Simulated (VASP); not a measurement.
# SiC (Fm-3m) in VASP: notebook, part 2 of 2

VASP 6.6.1. Earlier steps stand in the parts before.

### 4 Single point, PBE

This run uses another cell than the first one, of 8.35 Å³/atom, 1.003 times its volume.

The input, INCAR:

```
PREC     = Accurate       # precision mode
ENCUT    = 520            # plane-wave cutoff, eV
EDIFF    = 1E-6           # SCF threshold, eV
ISMEAR   = 0              # smearing method
SIGMA    = 0.1            # smearing width, eV
LREAL    = F              # projectors in reciprocal space
LASPH    = T              # aspherical terms in the spheres
NELM     = 80             # most SCF steps
ALGO     = Normal         # electronic algorithm
ISIF     = 2              # what is computed and relaxed
LWAVE    = F              # write WAVECAR
LCHARG   = F              # write CHGCAR
GGA      = PE             # functional
NBANDS   = 11             # bands
```

The input, KPOINTS:

```
regular mesh
0
Gamma
  24 24 24
```

The input, POSCAR:

```
SiC
1.0
    0.0000000000      2.0284838557      2.0284838557
    2.0284838557      0.0000000000      2.0284838557
    2.0284838557      2.0284838557      0.0000000000
Si C
1 1
Direct
    0.0000000000      0.0000000000      0.0000000000
    0.5000000000      0.5000000000      0.5000000000
```

Potentials or basis: VASP PAW PBE potentials, release 64 (Si, C).

The run is started by

```sh
$ cat potpaw_PBE.64/Si/POTCAR potpaw_PBE.64/C/POTCAR > POTCAR
$ mpirun -np 1 vasp_std > vasp.out
```

OUTCAR:

```text
PREC = Accurate
   ENCUT = 520
   EDIFF = 1E-6
   ISMEAR = 0
   LREAL = F
   LASPH = T
   NELM = 80
   ISIF = 2
   GGA = PE

 ion  position               nearest neighbor table
   1  0.000  0.000  0.000-   2 2.03   2 2.03   2 2.03   2 2.03   2 2.03   2 2.03
   2  0.500  0.500  0.500-   1 2.03   1 2.03   1 2.03   1 2.03   1 2.03   1 2.03

  LATTYP: Found a face centered cubic cell.
 ALAT       =     4.0569677114

  Lattice vectors:

 A1 = (   0.0000000000,   2.0284838557,   2.0284838557)
 A2 = (   2.0284838557,   0.0000000000,   2.0284838557)
 A3 = (   2.0284838557,   2.0284838557,   0.0000000000)

Analysis of symmetry for initial positions (statically):
=====================================================================
 Subroutine PRICEL returns:
 Original cell was already a primitive cell.

 Routine SETGRP: Setting up the symmetry group for a
 face centered cubic supercell.

 Subroutine GETGRP returns: Found 48 space group operations
[... 9 lines left out ...]

 Routine SETGRP: Setting up the symmetry group for a
 face centered cubic supercell.

 Subroutine GETGRP returns: Found 48 space group operations
[... 11 lines left out ...]
                                     Primitive cell

  volume of cell :      16.6934

  direct lattice vectors                    reciprocal lattice vectors
     0.000000000  2.028483856  2.028483856    -0.246489514  0.246489514  0.246489514
     2.028483856  0.000000000  2.028483856     0.246489514 -0.246489514  0.246489514
     2.028483856  2.028483856  0.000000000     0.246489514  0.246489514 -0.246489514

  length of vectors
     2.868709380  2.868709380  2.868709380     0.426932362  0.426932362  0.426932362

  position of ions in fractional coordinates (direct lattice)
     0.000000000  0.000000000  0.000000000
     0.500000000  0.500000000  0.500000000

  ion indices of the primitive-cell ions
   primitive index   ion index
                 1           1
                 2           2

[... 92 lines left out ...]
  volume/ion in A,a.u.               =       8.35        56.33
  Fermi-wavevector in a.u.,A,eV,Ry     =   1.281120  2.420966 22.330826  1.641269
  Thomas-Fermi vector in A             =   2.413509
   LORBIT       =      0    0 simple, 1 ext, 2 COOP (PROOUT), +10 PAW based schemes
   GGA     = PE    functional components
   LHFCALC =     F    Hartree Fock is set to
   AEXX    =    0.0000 exact exchange contribution
   IVDW    =     0    specifies the selected vdW correction
   LEPSILON=     F    determine dielectric tensor
   LRPA    =     F    only Hartree local field effects (RPA)
 non-spin polarized calculation
 Gauss-broadening in eV      SIGMA  =   0.10
  energy-cutoff  :      520.00
  volume of cell :       16.69
 maximum number of plane-waves:       464
 NGX is ok and might be reduce to    24
   NGX = 11   NGY = 11   NGZ = 11

 number of electron       8.0000000 magnetization

 Free energy of the ion-electron system (eV)
  ---------------------------------------------------
  ext. energy  EPLUGINS =         0.00000000
  ---------------------------------------------------
  free energy    TOTEN  =       -13.57573358 eV

  energy without entropy =      -13.57375422  energy(sigma->0) =      -13.57474390

 E-fermi :  12.2454     XC(G=0): -12.6697

 val. band max:       12.2232979530   @ k =   0.1667   0.0833   0.0417
 cond. band min:      12.2469585190   @ k =   0.4583   0.3750   0.0000
 fundamental gap:      0.0236605660
 Fermi energy:        12.2453993839

 k-point     1 :       0.0000    0.0000    0.0000
  band No.  band energies     occupation
      1      -6.0905      2.00000
      2      12.3074      0.38039
      3      12.3074      0.38039
      4      12.3074      0.38039
      5      19.6686      0.00000
      6      21.2480      0.00000
      7      21.2480      0.00000
      8      21.2480      0.00000
      9      24.9414      0.00000
     10      24.9414      0.00000
     11      24.9414      0.00000
[... 309 lines left out ...]
 k-point    24 :       0.4583    0.0417    0.0000
  band No.  band energies     occupation
      1      -1.5264      2.00000
      2       1.5922      2.00000
      3      11.1129      2.00000
      4      11.1597      2.00000
      5      17.3069      0.00000
      6      17.8987      0.00000
      7      18.3945      0.00000
      8      22.2285      0.00000
      9      26.6787      0.00000
     10      29.1373      0.00000
     11      29.9802      0.00000

 [... further k-points ...]
[... 5 lines left out ...]
  --------------------------------------------------------------------------------------
  -------------------------------------------------------------------------------------
  Total        0.0209204      0.0209204      0.0209204     -0.0000000      0.0000000      0.0000000
  in kB        2.0078696      2.0078696      2.0078696     -0.0000000      0.0000000      0.0000000
  external PRESSURE =       2.0078696 kB  Pullay stress =       0.0000000 kB

 VOLUME and BASIS-vectors are now :
 -----------------------------------------------------------------------------
  energy-cutoff  :      520.00
  volume of cell :       16.69
      direct lattice vectors                 reciprocal lattice vectors
     0.000000000  2.028483856  2.028483856    -0.246489514  0.246489514  0.246489514
     2.028483856  0.000000000  2.028483856     0.246489514 -0.246489514  0.246489514
     2.028483856  2.028483856  0.000000000     0.246489514  0.246489514 -0.246489514

 POSITION                                       TOTAL-FORCE (eV/Angst)
 -----------------------------------------------------------------------------------
      0.00000      0.00000      0.00000         0.000000      0.000000     -0.000000
      2.02848      2.02848      2.02848        -0.000000     -0.000000      0.000000
 -----------------------------------------------------------------------------------
    total drift:                               -0.000000     -0.000000      0.000000

  FREE ENERGIE OF THE ION-ELECTRON SYSTEM (eV)
  ---------------------------------------------------
  free  energy   TOTEN  =       -13.5757335813 eV

  energy  without entropy=      -13.5737542220  energy(sigma->0) =      -13.57474390
```

stdout:

```text
POSCAR found type information on POSCAR SiC
 POSCAR found :  2 types and       2 ions
 scaLAPACK will be used
 LDA part: xc-table for (Slater+PW92), standard interpolation
 POSCAR, INCAR and KPOINTS ok, starting setup
 FFT: planning ... GRIDC
 FFT: planning ... GRID_SOFT
 FFT: planning ... GRID
 WAVECAR not read
 entering main loop
```

Run time: 26 s. Hardware: 1 thread of Intel Xeon 6975P-C (Granite Rapids), shared host; peak memory 0.19 GiB.

Results:

```yaml
Free_energy: -13.5757 eV
Pressure: 0.2 GPa
Band_gap_on_the_k_mesh: zero (band 4 reaches 12.38 eV, above the bottom of band 5 at 11.33 eV)
```

Levels at points of the mesh, in eV from the Fermi level:
| k point | band 1 | band 2 | band 3 | band 4 | band 5 | band 6 | band 7 | band 8 | band 9 |
| --- | --- | --- | --- | --- | --- | --- | --- | --- | --- |
| (0.00, 0.00, 0.00) | -18.34 | 0.06 | 0.06 | 0.06 | 7.42 | 9.00 | 9.00 | 9.00 | 12.70 |
| (0.50, 0.00, 0.00) | -13.18 | -11.43 | -0.97 | -0.97 | 5.29 | 5.29 | 5.93 | 9.59 | 14.81 |
| (0.50, 0.50, 0.00) | -11.44 | -9.69 | -4.22 | -4.22 | -0.92 | 2.62 | 14.81 | 14.81 | 15.07 |

### 5 Overview

| spin | cell | k mesh | gap on the mesh (eV) | pressure (GPa) |
| --- | --- | --- | --- | --- |
| off | a = 2.866 Å, angles 60.0°, 2 atoms | 6 × 6 × 6 | none | 0.1 |
| collinear, ferromagnetic start | a = 2.866 Å, angles 60.0°, 2 atoms | 8 × 8 × 8 | none | 1.1 |
| off | a = 2.869 Å, angles 60.0°, 2 atoms | 24 × 24 × 24 | none | 0.2 |

Alike in all rows: task single point; level PBE; potentials or basis VASP PAW PBE potentials, release 64 (Si, C); cutoff (eV) 520; smearing gaussian 0.1 eV.

Caveats: some runs use coarse meshes.

Absolute energies hang on the potentials; compare differences alone.
